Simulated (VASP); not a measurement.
# CaI (P-6m2) in VASP: further runs, part 2 of 2

VASP 6.6.1. Earlier steps stand in the parts before.

## 3. Single point, PBE

This run uses another cell than the first one, of 34.08 Å³/atom.

The input, INCAR:

```
SYSTEM = CaI
ALGO = Normal
EDIFF = 1E-6
ENCUT = 520
GGA = PE
ISIF = 2
ISMEAR = -1
LASPH = .True.
LCHARG = .False.
LREAL = .False.
LWAVE = .False.
NBANDS = 16
NELM = 60
PREC = Accurate
SIGMA = 0.05
```

The input, KPOINTS:

```
k-points
0
Gamma
  8 8 6
  0 0 0
```

The input, POSCAR:

```
CaI
1.0
    4.1468200000      0.0000000000      0.0000000000
   -2.0734100000      3.5912520000      0.0000000000
    0.0000000000      0.0000000000      4.5762290000
Ca I
1 1
Direct
    0.0000000000      0.0000000000      0.5000000000
    0.6666666667      0.3333333333      0.0000000000
```

Potentials or basis: VASP PAW PBE potentials, release 64 (Ca_sv, I).

Started as:

```console
$ cat potpaw_PBE.64/Ca_sv/POTCAR potpaw_PBE.64/I/POTCAR > POTCAR
$ mpirun -np 1 vasp_std > vasp.out
```

OUTCAR:

```text
SYSTEM = CaI
   EDIFF = 1E-6
   ENCUT = 520
   GGA = PE
   ISIF = 2
   ISMEAR = -1
   LASPH = .True.
   LREAL = .False.
   NELM = 60
   PREC = Accurate

 ion  position               nearest neighbor table
   1  0.000  0.000  0.500-   2 3.31   2 3.31   2 3.31   2 3.31   2 3.31   2 3.31
   2  0.667  0.333  0.000-   1 3.31   1 3.31   1 3.31   1 3.31   1 3.31   1 3.31

  LATTYP: Found a hexagonal cell.
 ALAT       =     4.1468200000
 C/A-ratio  =     1.1035513960

  Lattice vectors:

 A1 = (   4.1468200000,   0.0000000000,   0.0000000000)
 A2 = (  -2.0734100000,   3.5912520000,   0.0000000000)
 A3 = (   0.0000000000,   0.0000000000,   4.5762290000)

Analysis of symmetry for initial positions (statically):
=====================================================================
 Subroutine PRICEL returns:
 Original cell was already a primitive cell.

 Routine SETGRP: Setting up the symmetry group for a
 hexagonal supercell.

 Subroutine GETGRP returns: Found 12 space group operations
 (whereof 12 operations were pure point group operations)
 out of a pool of 24 trial point group operations.

The static configuration has the point symmetry D_3h.

[... 159 lines left out ...]

 E-fermi :   5.5878     XC(G=0):  -8.6950

 val. band max:        5.5440866707   @ k =   0.3750  -0.0000   0.1667
 cond. band min:       5.6089464483   @ k =   0.2500   0.1250   0.3333
 fundamental gap:      0.0648597776
 Fermi energy:         5.5877964117

 k-point     1 :       0.0000    0.0000    0.0000
  band No.  band energies     occupation
      1     -36.8428      2.00000
      2     -17.9060      2.00000
      3     -17.8119      2.00000
      4     -17.8119      2.00000
      5      -9.5373      2.00000
      6       0.7864      2.00000
[... 433 lines left out ...]
      3     -17.8664      2.00000
      4     -17.8235      2.00000
      5      -9.0588      2.00000
      6      -0.2527      2.00000
[... 8 lines left out ...]
     15       9.7561      0.00000
     16      10.8174      0.00000

 [... further k-points ...]

------------------------ aborting loop because EDIFF is reached ----------------------------------------

  FORCE on cell =-STRESS in cart. coord.  units (eV):
  Direction    XX          YY          ZZ          XY          YZ          ZX
  --------------------------------------------------------------------------------------
  -------------------------------------------------------------------------------------
  Total       -0.0868916     -0.0868917      0.1299981      0.0000000     -0.0000000      0.0000000
  in kB       -2.0427714     -2.0427720      3.0561799      0.0000000     -0.0000000      0.0000000
  external PRESSURE =      -0.3431211 kB  Pullay stress =       0.0000000 kB

 VOLUME and BASIS-vectors are now :
 -----------------------------------------------------------------------------
  energy-cutoff  :      520.00
  volume of cell :       68.15
      direct lattice vectors                 reciprocal lattice vectors
     4.146820000  0.000000000  0.000000000     0.241148639  0.139227211  0.000000000
    -2.073410000  3.591252000  0.000000000     0.000000000  0.278454422  0.000000000
     0.000000000  0.000000000  4.576229000     0.000000000  0.000000000  0.218520533

 POSITION                                       TOTAL-FORCE (eV/Angst)
 -----------------------------------------------------------------------------------
      0.00000      0.00000      2.28811        -0.000000     -0.000000      0.000000
      2.07341      1.19708      0.00000         0.000000      0.000000      0.000000
 -----------------------------------------------------------------------------------
    total drift:                               -0.000000     -0.000002      0.000000

  FREE ENERGIE OF THE ION-ELECTRON SYSTEM (eV)
  ---------------------------------------------------
  free  energy   TOTEN  =        -5.4076104523 eV

  energy  without entropy=       -5.3878080975  energy(sigma->0) =       -5.39770927
```

OSZICAR:

```text
N       E                     dE             d eps       ncg     rms          rms(c)
DAV:   1     0.116685758703E+03    0.11669E+03   -0.74747E+03  1280   0.900E+02
DAV:   2     0.150455547677E+01   -0.11518E+03   -0.11071E+03  1600   0.242E+02
DAV:   3    -0.534338658591E+01   -0.68479E+01   -0.67978E+01  2432   0.489E+01
DAV:   4    -0.544993350393E+01   -0.10655E+00   -0.10650E+00  1432   0.619E+00
DAV:   5    -0.545338940893E+01   -0.34559E-02   -0.34556E-02  2128   0.846E-01    0.430E+00
DAV:   6    -0.540633939714E+01    0.47050E-01   -0.97019E-02  1624   0.231E+00    0.273E+00
DAV:   7    -0.540842388425E+01   -0.20845E-02   -0.63058E-02  1680   0.203E+00    0.498E-01
DAV:   8    -0.540748772342E+01    0.93616E-03   -0.76515E-03  1536   0.757E-01    0.855E-02
DAV:   9    -0.540759026817E+01   -0.10254E-03   -0.58953E-04  1976   0.158E-01    0.351E-02
DAV:  10    -0.540760199804E+01   -0.11730E-04   -0.50532E-05  1448   0.580E-02    0.121E-02
DAV:  11    -0.540761009969E+01   -0.81017E-05   -0.95953E-06  1568   0.232E-02    0.424E-03
DAV:  12    -0.540761045225E+01   -0.35256E-06   -0.65072E-07  1056   0.509E-03
   1 F= -.54076105E+01 E0= -.53977093E+01  d E =-.198024E-01
```

stdout:

```text
POSCAR found type information on POSCAR CaI
 POSCAR found :  2 types and       2 ions
 scaLAPACK will be used
 LDA part: xc-table for (Slater+PW92), standard interpolation
 POSCAR, INCAR and KPOINTS ok, starting setup
 FFT: planning ... GRIDC
 FFT: planning ... GRID_SOFT
 FFT: planning ... GRID
 WAVECAR not read
 entering main loop
```

It took 51 s on 1 thread of Intel Xeon 8259CL, shared host; peak memory 0.21 GiB.

What came out:

| Property | Result |
| --- | --- |
| Free energy | -5.4076 eV |
| Pressure | 0.0 GPa |
| Band gap on the k mesh | zero (an odd number of electrons rules out a gap without spin polarisation) |

Levels at points of the mesh, in eV from the Fermi level:
```csv
k point,band 7,band 8,band 9,band 10,band 11,band 12
"(0.00, 0.00, 0.00)",-3.65,-3.65,-1.45,0.63,2.24,2.24
"(0.50, 0.00, 0.00)",-4.64,-4.14,-0.13,1.12,2.00,2.17
"(0.00, 0.00, 0.50)",-3.53,-3.53,1.41,1.49,1.49,2.21
"(0.50, 0.00, 0.50)",-5.60,-4.28,-0.53,1.68,2.31,3.19
```

Caveat: spin-orbit coupling is left out, which moves the levels of the heavy elements; an odd number of electrons without spin polarisation forces a metal; a magnetic or distorted state may lie lower.

## 4. Single point, PBE

This run uses another cell than the first one, of 34.98 Å³/atom.

The input, INCAR:

```
  ALGO = Normal
  EDIFF = 1E-6
  ENCUT = 520
  GGA = PE
  ISIF = 2
  ISMEAR = -1
  LASPH = T
  LCHARG = T
  LELF = T
  LREAL = F
  LVHAR = T
  LWAVE = F
  NBANDS = 16
  NELM = 60
  PREC = Accurate
  SIGMA = 0.05
```

The input, KPOINTS:

```
k-points
0
Gamma
  8 8 6
```

The input, POSCAR:

```
CaI
1.0
    4.1833577417      0.0000000000      0.0000000000
   -2.0916788708      3.6228946172      0.0000000000
    0.0000000000      0.0000000000      4.6165502758
Ca I
1 1
Direct
    0.0000000000      0.0000000000      0.5000000000
    0.6666666667      0.3333333333      0.0000000000
```

Started as:

```console
$ cat potpaw_PBE.64/Ca_sv/POTCAR potpaw_PBE.64/I/POTCAR > POTCAR
$ mpirun -np 1 vasp_std > vasp.out
```

Wall time 48 s (1 thread of Intel Xeon 8259CL, shared host); peak memory 0.21 GiB.

Results (log left out):

```yaml
Free_energy: -5.4043 eV
Pressure: -0.6 GPa
Band_gap_on_the_k_mesh: zero (an odd number of electrons rules out a gap without spin polarisation)
```

Stress tensor (GPa, compression positive):
```
-0.76  0.00  0.00
 0.00 -0.76  0.00
 0.00  0.00 -0.23
```

Levels at points of the mesh, in eV from the Fermi level:
| k point | band 6 | band 7 | band 8 | band 9 | band 10 | band 11 | band 12 | band 13 |
| --- | --- | --- | --- | --- | --- | --- | --- | --- |
| (0.00, 0.00, 0.00) | -4.77 | -3.65 | -3.65 | -1.48 | 0.60 | 2.18 | 2.18 | 2.39 |
| (0.50, 0.00, 0.00) | -6.29 | -4.61 | -4.13 | -0.10 | 1.05 | 1.95 | 2.13 | 2.82 |
| (0.00, 0.00, 0.50) | -6.48 | -3.54 | -3.54 | 1.35 | 1.46 | 1.46 | 2.16 | 2.17 |
| (0.50, 0.00, 0.50) | -5.88 | -5.54 | -4.25 | -0.52 | 1.64 | 2.25 | 3.10 | 3.31 |

Caveat: spin-orbit coupling is left out, which moves the levels of the heavy elements; an odd number of electrons without spin polarisation forces a metal; a magnetic or distorted state may lie lower.

## 5. Single point, PBE

This run uses another cell than the first one, of 35.89 Å³/atom.

The input, INCAR:

```
  PREC = Accurate
  ENCUT = 520
  EDIFF = 1E-6
  ISMEAR = -1
  SIGMA = 0.05
  LREAL = False
  LASPH = True
  NELM = 60
  ALGO = Normal
  ISIF = 2
  LWAVE = False
  LCHARG = False
  GGA = PE
  NBANDS = 16
```

The input, KPOINTS:

```
Automatic mesh
0
Gamma
  8 8 6
```

The input, POSCAR:

```
CaI
1.0
    4.2192681483      0.0000000000      0.0000000000
   -2.1096340741      3.6539939462      0.0000000000
    0.0000000000      0.0000000000      4.6561792552
Ca I
1 1
Direct
    0.0000000000      0.0000000000      0.5000000000
    0.6666666667      0.3333333333      0.0000000000
```

Potentials or basis: VASP PAW PBE potentials, release 64 (Ca_sv, I).

Started as:

```console
$ cat potpaw_PBE.64/Ca_sv/POTCAR potpaw_PBE.64/I/POTCAR > POTCAR
$ mpirun -np 1 vasp_std > vasp.out
```

OUTCAR:

```text
PREC = Accurate
   ENCUT = 520
   EDIFF = 1E-6
   ISMEAR = -1
   LREAL = False
   LASPH = True
   NELM = 60
   ISIF = 2
   GGA = PE

 ion  position               nearest neighbor table
   1  0.000  0.000  0.500-   2 3.37   2 3.37   2 3.37   2 3.37   2 3.37   2 3.37
   2  0.667  0.333  0.000-   1 3.37   1 3.37   1 3.37   1 3.37   1 3.37   1 3.37

  LATTYP: Found a hexagonal cell.
 ALAT       =     4.2192681483
 C/A-ratio  =     1.1035513960

  Lattice vectors:

 A1 = (   4.2192681483,   0.0000000000,   0.0000000000)
 A2 = (  -2.1096340741,   3.6539939462,   0.0000000000)
 A3 = (   0.0000000000,   0.0000000000,   4.6561792552)

Analysis of symmetry for initial positions (statically):
=====================================================================
 Subroutine PRICEL returns:
 Original cell was already a primitive cell.

 Routine SETGRP: Setting up the symmetry group for a
 hexagonal supercell.

 Subroutine GETGRP returns: Found 12 space group operations
 (whereof 12 operations were pure point group operations)
 out of a pool of 24 trial point group operations.

The static configuration has the point symmetry D_3h.
[... 160 lines left out ...]

 E-fermi :   5.2058     XC(G=0):  -8.4865

 val. band max:        5.1995841367   @ k =   0.5000   0.0000   0.1667
 cond. band min:       5.2172004235   @ k =   0.2500   0.1250   0.3333
 fundamental gap:      0.0176162868
 Fermi energy:         5.2058319823

 k-point     1 :       0.0000    0.0000    0.0000
  band No.  band energies     occupation
      1     -37.3984      2.00000
      2     -18.4498      2.00000
      3     -18.3600      2.00000
      4     -18.3600      2.00000
      5      -9.7707      2.00000
      6       0.4650      2.00000
[... 433 lines left out ...]
      3     -18.4035      2.00000
      4     -18.3695      2.00000
      5      -9.3558      2.00000
      6      -0.4802      2.00000
[... 8 lines left out ...]
     15       9.1490      0.00000
     16      10.1625      0.00000

 [... further k-points ...]

------------------------ aborting loop because EDIFF is reached ----------------------------------------

  FORCE on cell =-STRESS in cart. coord.  units (eV):
  Direction    XX          YY          ZZ          XY          YZ          ZX
  --------------------------------------------------------------------------------------
  -------------------------------------------------------------------------------------
  Total       -0.5501548     -0.5501550     -0.3091956     -0.0000000     -0.0000000      0.0000000
  in kB      -12.2789393    -12.2789430     -6.9009561     -0.0000000     -0.0000000      0.0000000
  external PRESSURE =     -10.4862795 kB  Pullay stress =       0.0000000 kB

 VOLUME and BASIS-vectors are now :
 -----------------------------------------------------------------------------
  energy-cutoff  :      520.00
  volume of cell :       71.79
      direct lattice vectors                 reciprocal lattice vectors
     4.219268148  0.000000000  0.000000000     0.237007928  0.136836570  0.000000000
    -2.109634074  3.653993946  0.000000000     0.000000000  0.273673141  0.000000000
     0.000000000  0.000000000  4.656179255     0.000000000  0.000000000  0.214768364

 POSITION                                       TOTAL-FORCE (eV/Angst)
 -----------------------------------------------------------------------------------
      0.00000      0.00000      2.32809         0.000000      0.000000      0.000000
      2.10963      1.21800      0.00000        -0.000000      0.000000      0.000000
 -----------------------------------------------------------------------------------
    total drift:                               -0.000000     -0.000002      0.000000

  FREE ENERGIE OF THE ION-ELECTRON SYSTEM (eV)
  ---------------------------------------------------
  free  energy   TOTEN  =        -5.3952486181 eV

  energy  without entropy=       -5.3741671879  energy(sigma->0) =       -5.38470790
```

OSZICAR:

```text
N       E                     dE             d eps       ncg     rms          rms(c)
DAV:   1     0.117172075048E+03    0.11717E+03   -0.74657E+03  1280   0.895E+02
DAV:   2     0.163158021625E+01   -0.11554E+03   -0.11138E+03  1664   0.242E+02
DAV:   3    -0.530556584831E+01   -0.69371E+01   -0.68877E+01  2424   0.489E+01
DAV:   4    -0.541606487190E+01   -0.11050E+00   -0.11039E+00  1432   0.636E+00
DAV:   5    -0.541948885634E+01   -0.34240E-02   -0.34237E-02  2096   0.865E-01    0.430E+00
DAV:   6    -0.539067739744E+01    0.28811E-01   -0.72301E-02  1624   0.201E+00    0.273E+00
DAV:   7    -0.539617916082E+01   -0.55018E-02   -0.58595E-02  1632   0.200E+00    0.337E-01
DAV:   8    -0.539510818711E+01    0.10710E-02   -0.68497E-03  1568   0.689E-01    0.731E-02
DAV:   9    -0.539523061259E+01   -0.12243E-03   -0.56686E-04  1960   0.155E-01    0.368E-02
DAV:  10    -0.539524524900E+01   -0.14636E-04   -0.54560E-05  1432   0.581E-02    0.100E-02
DAV:  11    -0.539524833657E+01   -0.30876E-05   -0.83075E-06  1736   0.230E-02    0.312E-03
DAV:  12    -0.539524861805E+01   -0.28149E-06   -0.81116E-07   896   0.526E-03
   1 F= -.53952486E+01 E0= -.53847079E+01  d E =-.210814E-01
```

stdout:

```text
POSCAR found type information on POSCAR CaI
 POSCAR found :  2 types and       2 ions
 scaLAPACK will be used
 LDA part: xc-table for (Slater+PW92), standard interpolation
 POSCAR, INCAR and KPOINTS ok, starting setup
 FFT: planning ... GRIDC
 FFT: planning ... GRID_SOFT
 FFT: planning ... GRID
 WAVECAR not read
 entering main loop
```

It took 56 s on 1 thread of Intel Xeon 8259CL, shared host; peak memory 0.21 GiB.

What came out:

```
Free energy            : -5.3952 eV
Pressure               : -1.0 GPa
Band gap on the k mesh : zero (an odd number of electrons rules out a gap without spin polarisation)
```

Levels at points of the mesh, in eV from the Fermi level:
| k point | band 7 | band 8 | band 9 | band 10 | band 11 | band 12 |
| --- | --- | --- | --- | --- | --- | --- |
| (0.00, 0.00, 0.00) | -3.65 | -3.65 | -1.50 | 0.57 | 2.12 | 2.12 |
| (0.50, 0.00, 0.00) | -4.57 | -4.11 | -0.07 | 0.99 | 1.91 | 2.08 |
| (0.00, 0.00, 0.50) | -3.55 | -3.55 | 1.28 | 1.44 | 1.44 | 2.08 |
| (0.50, 0.00, 0.50) | -5.48 | -4.22 | -0.52 | 1.60 | 2.19 | 3.01 |

Caveat: spin-orbit coupling is left out, which moves the levels of the heavy elements; an odd number of electrons without spin polarisation forces a metal; a magnetic or distorted state may lie lower.

## 6. Single point, PBE

This run uses another cell than the first one, of 36.80 Å³/atom.

The input, INCAR:

```
SYSTEM = CaI
PREC = Accurate ; ENCUT = 520
EDIFF = 1E-7 ; ISMEAR = -1
SIGMA = 0.05 ; LREAL = .False.
LASPH = .True. ; NELM = 100
ALGO = Normal ; ISIF = 2
LWAVE = .False. ; LCHARG = .True.
GGA = PE ; LELF = .True.
LVHAR = .True. ; NBANDS = 16
```

The input, KPOINTS:

```
regular mesh
0
Gamma
  8 8 6
  0 0 0
```

The input, POSCAR:

```
CaI
1.0
    4.2545774731      0.0000000000      0.0000000000
   -2.1272887366      3.6845727231      0.0000000000
    0.0000000000      0.0000000000      4.6951449099
Ca I
1 1
Direct
    0.0000000000      0.0000000000      0.5000000000
    0.6666666667      0.3333333333      0.0000000000
```

Potentials or basis: VASP PAW PBE potentials, release 64 (Ca_sv, I).

Started as:

```console
$ cat potpaw_PBE.64/Ca_sv/POTCAR potpaw_PBE.64/I/POTCAR > POTCAR
$ mpirun -np 1 vasp_std > vasp.out
```

Wall time 59 s (1 thread of Intel Xeon 8259CL, shared host); peak memory 0.21 GiB.

The run converged. Its results:

```yaml
Free_energy: -5.3813 eV
Pressure: -1.4 GPa
Band_gap_on_the_k_mesh: zero (an odd number of electrons rules out a gap without spin polarisation)
```

Stress tensor (GPa, compression positive):
```
-1.63  0.00  0.00
 0.00 -1.63  0.00
 0.00  0.00 -1.09
```

Levels at points of the mesh, in eV from the Fermi level:
| k point | band 7 | band 8 | band 9 | band 10 | band 11 | band 12 |
| --- | --- | --- | --- | --- | --- | --- |
| (0.00, 0.00, 0.00) | -3.65 | -3.65 | -1.53 | 0.55 | 2.07 | 2.07 |
| (0.50, 0.00, 0.00) | -4.53 | -4.09 | -0.04 | 0.93 | 1.88 | 2.04 |
| (0.00, 0.00, 0.50) | -3.55 | -3.55 | 1.22 | 1.41 | 1.41 | 2.00 |
| (0.50, 0.00, 0.50) | -5.42 | -4.19 | -0.51 | 1.57 | 2.13 | 2.93 |

Caveat: spin-orbit coupling is left out, which moves the levels of the heavy elements; an odd number of electrons without spin polarisation forces a metal; a magnetic or distorted state may lie lower.

## 7. Summary

| cell | gap on the mesh (eV) | pressure (GPa) |
| --- | --- | --- |
| a = 4.110, b = 4.110, c = 4.535 Å, angles 90.0, 90.0, 120.0°, 2 atoms | none | 0.6 |
| a = 4.147, b = 4.147, c = 4.576 Å, angles 90.0, 90.0, 120.0°, 2 atoms | none | 0.0 |
| a = 4.183, b = 4.183, c = 4.617 Å, angles 90.0, 90.0, 120.0°, 2 atoms | none | -0.6 |
| a = 4.219, b = 4.219, c = 4.656 Å, angles 90.0, 90.0, 120.0°, 2 atoms | none | -1.0 |
| a = 4.255, b = 4.255, c = 4.695 Å, angles 90.0, 90.0, 120.0°, 2 atoms | none | -1.4 |

Alike in all rows: task single point; level PBE; potentials or basis VASP PAW PBE potentials, release 64 (Ca_sv, I); no spin polarisation; k mesh 8 × 8 × 6; cutoff (eV) 520; smearing fermi-dirac 0.05 eV.

Caveats: spin-orbit coupling is left out, which moves the levels of the heavy elements; an odd number of electrons without spin polarisation forces a metal; a magnetic or distorted state may lie lower.

Absolute energies hang on the potentials; compare differences alone.

The gap in the log of VASP goes by the Fermi energy; the results here count the filled bands.